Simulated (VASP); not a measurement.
# SnO (zincblende type) (F-43m) in VASP: a series of runs

SnO (zincblende type) is run at these levels: PBE, LDA; tasks: single point.

Everything below comes from runs of VASP 6.6.1. Logs are shortened: lines on timing, memory, paths and dates and some standing lists are left out, and cuts for length are marked.

### Step 1. The cell of the first run

The structure is cubic, space group F-43m (No. 216). Conventional cell: a = 5.475 Å, b = 5.475 Å, c = 5.475 Å, α = 90.00°, β = 90.00°, γ = 90.00°. Sn (site symmetry -43m) has 4 O at 2.37 Å within 3.1 Å. O (site symmetry -43m) has 4 Sn at 2.37 Å within 3.1 Å.

### Step 2. Single point, PBE

The input, INCAR:

```
PREC     = Accurate       # precision mode
ENCUT    = 520            # plane-wave cutoff, eV
EDIFF    = 1E-7           # SCF threshold, eV
ISMEAR   = -1             # smearing method
SIGMA    = 0.08           # smearing width, eV
LREAL    = F              # projectors in reciprocal space
LASPH    = T              # aspherical terms in the spheres
NELM     = 60             # most SCF steps
ALGO     = Normal         # electronic algorithm
ISIF     = 2              # what is computed and relaxed
LWAVE    = F              # write WAVECAR
LCHARG   = F              # write CHGCAR
GGA      = PE             # functional
NBANDS   = 17             # bands
```

The input, KPOINTS:

```
Automatic mesh
0
Gamma
  12 12 12
```

The input, POSCAR:

```
SnO
1.0
    0.0000000000      2.7375941725      2.7375941725
    2.7375941725      0.0000000000      2.7375941725
    2.7375941725      2.7375941725      0.0000000000
Sn O
1 1
Direct
    0.0000000000      0.0000000000      0.0000000000
    0.2500000000      0.2500000000      0.2500000000
```

Potentials or basis: VASP PAW PBE potentials, release 64 (Sn_d, O).

Run with:

```console
cat potpaw_PBE.64/Sn_d/POTCAR potpaw_PBE.64/O/POTCAR > POTCAR
mpirun -np 1 vasp_std > vasp.out
```

OUTCAR:

```text
PREC = Accurate
   ENCUT = 520
   EDIFF = 1E-7
   ISMEAR = -1
   LREAL = F
   LASPH = T
   NELM = 60
   ISIF = 2
   GGA = PE

 ion  position               nearest neighbor table
   1  0.000  0.000  0.000-   2 2.37   2 2.37   2 2.37   2 2.37
   2  0.250  0.250  0.250-   1 2.37   1 2.37   1 2.37   1 2.37

  LATTYP: Found a face centered cubic cell.
 ALAT       =     5.4751883450

  Lattice vectors:

 A1 = (   0.0000000000,   2.7375941725,   2.7375941725)
 A2 = (   2.7375941725,   0.0000000000,   2.7375941725)
 A3 = (   2.7375941725,   2.7375941725,   0.0000000000)

Analysis of symmetry for initial positions (statically):
[... 5 lines left out ...]
 face centered cubic supercell.

 Subroutine GETGRP returns: Found 24 space group operations
 (whereof 24 operations were pure point group operations)
 out of a pool of 48 trial point group operations.

The static configuration has the point symmetry T_d .

Analysis of symmetry for dynamics (positions and initial velocities):
[... 5 lines left out ...]
 face centered cubic supercell.

 Subroutine GETGRP returns: Found 24 space group operations
 (whereof 24 operations were pure point group operations)
 out of a pool of 48 trial point group operations.

The dynamic configuration has the point symmetry T_d .

 Subroutine INISYM returns: Found 24 space group operations
 (whereof 24 operations are pure point group operations),
 and found     1 'primitive' translations

----------------------------------------------------------------------------------------

                                     Primitive cell

  volume of cell :      41.0334

  direct lattice vectors                    reciprocal lattice vectors
     0.000000000  2.737594173  2.737594173    -0.182642119  0.182642119  0.182642119
     2.737594173  0.000000000  2.737594173     0.182642119 -0.182642119  0.182642119
     2.737594173  2.737594173  0.000000000     0.182642119  0.182642119 -0.182642119

  length of vectors
     3.871542807  3.871542807  3.871542807     0.316345429  0.316345429  0.316345429

  position of ions in fractional coordinates (direct lattice)
     0.000000000  0.000000000  0.000000000
     0.250000000  0.250000000  0.250000000

  ion indices of the primitive-cell ions
   primitive index   ion index
                 1           1
                 2           2

[... 59 lines left out ...]
   NGX,Y,Z   is equivalent  to a cutoff of  12.88, 12.88, 12.88 a.u.
   NGXF,Y,Z  is equivalent  to a cutoff of  25.76, 25.76, 25.76 a.u.
 SYSTEM =  unknown system
   PREC   = accura    normal or accurate (medium, high low for compatibility)
   ISTART =      0    job   : 0-new  1-cont  2-samecut
   ICHARG =      2    charge: 1-file 2-atom 10-const
   ISPIN  =      1    spin polarized calculation?
   LNONCOLLINEAR =      F non collinear calculations
   LSORBIT =      F    spin-orbit coupling
   LASPH  =      T    aspherical Exc in radial PAW
   ENCUT  =  520.0 eV  38.22 Ry    6.18 a.u.   7.20  7.20  7.20*2*pi/ulx,y,z
   NELM   =     60;   NELMIN=  2; NELMDL= -5     # of ELM steps
   EDIFF  = 0.1E-06   stopping-criterion for ELM
   LREAL  =      F    real-space projection
   EDIFFG = 0.1E-05   stopping-criterion for IOM
   NSW    =      0    number of steps for IOM
   IBRION =     -1    ionic relax: 0-MD 1-quasi-New 2-CG
   NFREE  =      0    steps in history (QN), initial steepest desc. (CG)
   ISIF   =      2    stress and relaxation
   ISYM   =      2    0-nonsym 1-usesym 2-fastsym
   POTIM  = 0.5000    time-step for ionic-motion
   TEBEG  =    0.0;   TEEND  =   0.0 temperature during run
   PSTRESS=    0.0 pullay stress
   NELECT =      20.0000    total number of electrons
   NUPDOWN=      -1.0000    fix difference up-down
   EMIN   =  10.00;   EMAX   =-10.00  energy-range for DOS
   EFERMI =   0.00;   METHOD = LEGACY
   ISMEAR =    -1;   SIGMA  =   0.08  broadening in eV -4-tet -1-fermi 0-gaus
   EFERMI_NEDOS =   21; number of points for ismear=-14 and -15
   IALGO  =     38    algorithm
   IMIX   =      4    mixing-type and parameters
     AMIX     =   0.40;   BMIX     =  1.00
     AMIX_MAG =   1.60;   BMIX_MAG =  1.00
  volume/ion in A,a.u.               =      20.52       138.45
  Fermi-wavevector in a.u.,A,eV,Ry     =   1.288366  2.434658 22.584117  1.659886
  Thomas-Fermi vector in A             =   2.420324
   LORBIT       =      0    0 simple, 1 ext, 2 COOP (PROOUT), +10 PAW based schemes
   GGA     = PE    functional components
   LHFCALC =     F    Hartree Fock is set to
   AEXX    =    0.0000 exact exchange contribution
   IVDW    =     0    specifies the selected vdW correction
   LEPSILON=     F    determine dielectric tensor
   LRPA    =     F    only Hartree local field effects (RPA)
 non-spin polarized calculation
  energy-cutoff  :      520.00
  volume of cell :       41.03
 maximum number of plane-waves:      1125
 NGX is ok and might be reduce to    30
   NGX = 15   NGY = 15   NGZ = 15

 number of electron      19.9999988 magnetization

 Free energy of the ion-electron system (eV)
  ---------------------------------------------------
  ext. energy  EPLUGINS =         0.00000000
  ---------------------------------------------------
  free energy    TOTEN  =       -10.46188592 eV

  energy without entropy =      -10.45315883  energy(sigma->0) =      -10.45752237

 E-fermi :   5.7078     XC(G=0):  -9.4952

 val. band max:        5.6860031991   @ k =  -0.3333   0.5000   0.1667
 cond. band min:       5.7299183524   @ k =  -0.2500   0.5000   0.2500
 fundamental gap:      0.0439151533
 Fermi energy:         5.7078197701

 k-point     1 :       0.0000    0.0000    0.0000
  band No.  band energies     occupation
      1     -15.9698      2.00000
      2     -15.9698      2.00000
      3     -15.9698      2.00000
      4     -15.9316      2.00000
      5     -15.9316      2.00000
      6     -12.9604      2.00000
[... 457 lines left out ...]
      4     -15.9200      2.00000
      5     -15.9160      2.00000
      6     -12.3558      2.00000
[... 9 lines left out ...]
     16      16.8147      0.00000
     17      19.2923      0.00000

 [... further k-points ...]
[... 5 lines left out ...]
  --------------------------------------------------------------------------------------
  -------------------------------------------------------------------------------------
  Total        0.0153869      0.0153869      0.0153869      0.0000000      0.0000000     -0.0000000
  in kB        0.6007931      0.6007931      0.6007931      0.0000000      0.0000000     -0.0000000
  external PRESSURE =       0.6007931 kB  Pullay stress =       0.0000000 kB

 VOLUME and BASIS-vectors are now :
 -----------------------------------------------------------------------------
  energy-cutoff  :      520.00
  volume of cell :       41.03
      direct lattice vectors                 reciprocal lattice vectors
     0.000000000  2.737594173  2.737594173    -0.182642119  0.182642119  0.182642119
     2.737594173  0.000000000  2.737594173     0.182642119 -0.182642119  0.182642119
     2.737594173  2.737594173  0.000000000     0.182642119  0.182642119 -0.182642119

 POSITION                                       TOTAL-FORCE (eV/Angst)
 -----------------------------------------------------------------------------------
      0.00000      0.00000      0.00000        -0.000000     -0.000000     -0.000000
      1.36880      1.36880      1.36880         0.000000      0.000000      0.000000
 -----------------------------------------------------------------------------------
    total drift:                               -0.000000     -0.000000     -0.000000

  FREE ENERGIE OF THE ION-ELECTRON SYSTEM (eV)
  ---------------------------------------------------
  free  energy   TOTEN  =       -10.4618859218 eV

  energy  without entropy=      -10.4531588255  energy(sigma->0) =      -10.45752237
```

stdout:

```text
POSCAR found type information on POSCAR SnO
 POSCAR found :  2 types and       2 ions
 scaLAPACK will be used
 LDA part: xc-table for (Slater+PW92), standard interpolation
 POSCAR, INCAR and KPOINTS ok, starting setup
 FFT: planning ... GRIDC
 FFT: planning ... GRID_SOFT
 FFT: planning ... GRID
 WAVECAR not read
 entering main loop
```

It took 35 s on 1 thread of AMD EPYC 9R45 (Zen 5), shared host; peak memory 0.17 GiB.

What came out:

```yaml
Free_energy: -10.4619 eV
Pressure: 0.1 GPa
Band_gap_on_the_k_mesh: zero (band 10 reaches 5.73 eV, above the bottom of band 11 at 5.54 eV)
```

Caveat: spin-orbit coupling is left out, which moves the levels of the heavy elements.

### Step 3. Single point, LDA

The input, INCAR:

```
  PREC = Accurate
  ENCUT = 520
  EDIFF = 1E-6
  ISMEAR = -1
  SIGMA = 0.08
  LREAL = F
  LASPH = T
  NELM = 60
  ALGO = Normal
  ISIF = 2
  LWAVE = F
  LCHARG = F
  GGA = CA
  NBANDS = 17
```

KPOINTS is that of step 2.

POSCAR is that of step 2.

Potentials or basis: VASP PAW LDA potentials, release 64 (Sn_d, O).

Run with:

```console
cat potpaw_LDA.64/Sn_d/POTCAR potpaw_LDA.64/O/POTCAR > POTCAR
mpirun -np 1 vasp_std > vasp.out
```

OUTCAR:

```text
PREC = Accurate
   ENCUT = 520
   EDIFF = 1E-6
   ISMEAR = -1
   LREAL = F
   LASPH = T
   NELM = 60
   ISIF = 2
   GGA = CA

 ion  position               nearest neighbor table
   1  0.000  0.000  0.000-   2 2.37   2 2.37   2 2.37   2 2.37
   2  0.250  0.250  0.250-   1 2.37   1 2.37   1 2.37   1 2.37

  LATTYP: Found a face centered cubic cell.
 ALAT       =     5.4751883450

  Lattice vectors:

 A1 = (   0.0000000000,   2.7375941725,   2.7375941725)
 A2 = (   2.7375941725,   0.0000000000,   2.7375941725)
 A3 = (   2.7375941725,   2.7375941725,   0.0000000000)

Analysis of symmetry for initial positions (statically):
[... 5 lines left out ...]
 face centered cubic supercell.

 Subroutine GETGRP returns: Found 24 space group operations
 (whereof 24 operations were pure point group operations)
 out of a pool of 48 trial point group operations.

The static configuration has the point symmetry T_d .

Analysis of symmetry for dynamics (positions and initial velocities):
[... 5 lines left out ...]
 face centered cubic supercell.

 Subroutine GETGRP returns: Found 24 space group operations
 (whereof 24 operations were pure point group operations)
 out of a pool of 48 trial point group operations.

The dynamic configuration has the point symmetry T_d .

 Subroutine INISYM returns: Found 24 space group operations
 (whereof 24 operations are pure point group operations),
 and found     1 'primitive' translations

----------------------------------------------------------------------------------------

                                     Primitive cell

  volume of cell :      41.0334

  direct lattice vectors                    reciprocal lattice vectors
     0.000000000  2.737594173  2.737594173    -0.182642119  0.182642119  0.182642119
     2.737594173  0.000000000  2.737594173     0.182642119 -0.182642119  0.182642119
     2.737594173  2.737594173  0.000000000     0.182642119  0.182642119 -0.182642119
[... 92 lines left out ...]
   POTIM  = 0.5000    time-step for ionic-motion
   TEBEG  =    0.0;   TEEND  =   0.0 temperature during run
   PSTRESS=    0.0 pullay stress
   NELECT =      20.0000    total number of electrons
   NUPDOWN=      -1.0000    fix difference up-down
   EMIN   =  10.00;   EMAX   =-10.00  energy-range for DOS
   EFERMI =   0.00;   METHOD = LEGACY
   ISMEAR =    -1;   SIGMA  =   0.08  broadening in eV -4-tet -1-fermi 0-gaus
   EFERMI_NEDOS =   21; number of points for ismear=-14 and -15
   IALGO  =     38    algorithm
   IMIX   =      4    mixing-type and parameters
     AMIX     =   0.40;   BMIX     =  1.00
     AMIX_MAG =   1.60;   BMIX_MAG =  1.00
  volume/ion in A,a.u.               =      20.52       138.45
  Fermi-wavevector in a.u.,A,eV,Ry     =   1.288366  2.434658 22.584117  1.659886
  Thomas-Fermi vector in A             =   2.420324
   LORBIT       =      0    0 simple, 1 ext, 2 COOP (PROOUT), +10 PAW based schemes
   GGA     = CA    functional components
   LHFCALC =     F    Hartree Fock is set to
   AEXX    =    0.0000 exact exchange contribution
   IVDW    =     0    specifies the selected vdW correction
   LEPSILON=     F    determine dielectric tensor
   LRPA    =     F    only Hartree local field effects (RPA)
 non-spin polarized calculation
  energy-cutoff  :      520.00
  volume of cell :       41.03
 maximum number of plane-waves:      1125
 NGX is ok and might be reduce to    30
   NGX = 15   NGY = 15   NGZ = 15

 number of electron      19.9999988 magnetization

 Free energy of the ion-electron system (eV)
  ---------------------------------------------------
  ext. energy  EPLUGINS =         0.00000000
  ---------------------------------------------------
  free energy    TOTEN  =       -11.75619389 eV

  energy without entropy =      -11.74728064  energy(sigma->0) =      -11.75173726

 E-fermi :   5.3343     XC(G=0):  -9.9195

 val. band max:        5.3141452340   @ k =  -0.3333   0.5000   0.1667
 cond. band min:       5.3511074892   @ k =   0.5000   0.4167   0.0000
 fundamental gap:      0.0369622552
 Fermi energy:         5.3343074193

 k-point     1 :       0.0000    0.0000    0.0000
  band No.  band energies     occupation
      1     -16.1699      2.00000
      2     -16.1699      2.00000
      3     -16.1699      2.00000
      4     -16.1254      2.00000
      5     -16.1254      2.00000
      6     -12.9974      2.00000
[... 457 lines left out ...]
      4     -16.1153      2.00000
      5     -16.1112      2.00000
      6     -12.3576      2.00000
[... 9 lines left out ...]
     16      16.3801      0.00000
     17      18.8373      0.00000

 [... further k-points ...]
[... 5 lines left out ...]
  --------------------------------------------------------------------------------------
  -------------------------------------------------------------------------------------
  Total       -1.3384819     -1.3384819     -1.3384819     -0.0000000      0.0000000     -0.0000000
  in kB      -52.2619837    -52.2619837    -52.2619837     -0.0000000      0.0000000     -0.0000000
  external PRESSURE =     -52.2619837 kB  Pullay stress =       0.0000000 kB

 VOLUME and BASIS-vectors are now :
 -----------------------------------------------------------------------------
  energy-cutoff  :      520.00
  volume of cell :       41.03
      direct lattice vectors                 reciprocal lattice vectors
     0.000000000  2.737594173  2.737594173    -0.182642119  0.182642119  0.182642119
     2.737594173  0.000000000  2.737594173     0.182642119 -0.182642119  0.182642119
     2.737594173  2.737594173  0.000000000     0.182642119  0.182642119 -0.182642119

 POSITION                                       TOTAL-FORCE (eV/Angst)
 -----------------------------------------------------------------------------------
      0.00000      0.00000      0.00000        -0.000000     -0.000000     -0.000000
      1.36880      1.36880      1.36880         0.000000      0.000000      0.000000
 -----------------------------------------------------------------------------------
    total drift:                               -0.000000     -0.000000     -0.000000

  FREE ENERGIE OF THE ION-ELECTRON SYSTEM (eV)
  ---------------------------------------------------
  free  energy   TOTEN  =       -11.7561938869 eV

  energy  without entropy=      -11.7472806410  energy(sigma->0) =      -11.75173726
```

stdout:

```text
POSCAR found type information on POSCAR SnO
 POSCAR found :  2 types and       2 ions
 scaLAPACK will be used
 LDA part: xc-table for (Slater(with rela. corr.)+CA(PZ))
 , standard interpolation
 POSCAR, INCAR and KPOINTS ok, starting setup
 FFT: planning ... GRIDC
 FFT: planning ... GRID_SOFT
 FFT: planning ... GRID
 WAVECAR not read
 entering main loop
```

Wall time 30 s (1 thread of AMD EPYC 9R45 (Zen 5), shared host); peak memory 0.15 GiB.

Results:

```yaml
Free_energy: -11.7562 eV
Pressure: -5.2 GPa
Band_gap_on_the_k_mesh: zero (band 10 reaches 5.36 eV, above the bottom of band 11 at 5.16 eV)
```

Levels at points of the mesh, in eV from the Fermi level:
```
           k point  band 8  band 9  band 10  band 11  band 12  band 13
(0.00, 0.00, 0.00)   -3.43   -3.43    -3.43     4.35     4.35     4.35
(0.50, 0.00, 0.00)   -3.85   -3.85    -2.35     1.73     4.52     4.52
(0.50, 0.50, 0.00)   -4.59   -4.59    -0.51    -0.17     5.11     5.11
```

Caveat: spin-orbit coupling is left out, which moves the levels of the heavy elements.
